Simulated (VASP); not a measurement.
Here is a VASP 6.6.1 calculation.

POSCAR

```
WSe2
1.0
    3.4137945207      0.0000000000      0.0000000000
   -1.7068972604      2.9564327782      0.0000000000
    0.0000000000      0.0000000000     16.9085563494
W Se
1 2
Direct
    0.0000000000      0.0000000000      0.0000000000
    0.3333333333      0.6666666667      0.0997031682
    0.3333333333      0.6666666667      0.9002968318
```

File INCAR.step1:

```
SYSTEM = WSe2
PREC = Accurate
ENCUT = 520
ISMEAR = 0
SIGMA = 0.05
LREAL = .FALSE.
LASPH = .TRUE.
NELM = 60
NBANDS = 20
GGA = PE
ALGO = Normal
EDIFF = 1E-4
LWAVE = .TRUE.
LCHARG = .FALSE.
```

File INCAR.step2:

```
SYSTEM = WSe2
PREC = Accurate
ENCUT = 520
EDIFF = 1E-6
ISMEAR = 0
SIGMA = 0.05
LREAL = .FALSE.
LASPH = .TRUE.
NELM = 60
ALGO = Normal
ISIF = 2
LWAVE = .FALSE.
LCHARG = .FALSE.
METAGGA = R2SCAN
LMIXTAU = .TRUE.
NBANDS = 20
ISTART = 1
```

Contents of KPOINTS:

```
Automatic mesh
0
G
  12 12 2
  0 0 0
```

Potentials or basis: VASP PAW PBE potentials, release 64 (W_sv, Se).

Launch:

```bash
$ cat potpaw_PBE.64/W_sv/POTCAR potpaw_PBE.64/Se/POTCAR > POTCAR
$ cp INCAR.step1 INCAR
$ mpirun -np 1 vasp_std > vasp.out
$ cp INCAR.step2 INCAR
$ mpirun -np 1 vasp_std > vasp.out
```

**Question.** What does it give for the band gap on the k mesh?

**Answer.** 1.40 eV.

**Question.** Predict the largest force.

**Answer.** 0.942 eV/Å.

Forces on the atoms (eV/Å):
```
W    0.000  0.000  0.000
Se   0.000  0.000 -0.942
Se   0.000  0.000  0.942
```

Caveat: the cell differs from its parent crystal (strain +0.030 along x and y, +0.015 along z); there is no dipole correction, which matters where the two faces differ; the PAW data sets were made with another functional, which shifts forces and pressure a little; spin-orbit coupling is left out, which moves the levels of the heavy elements.
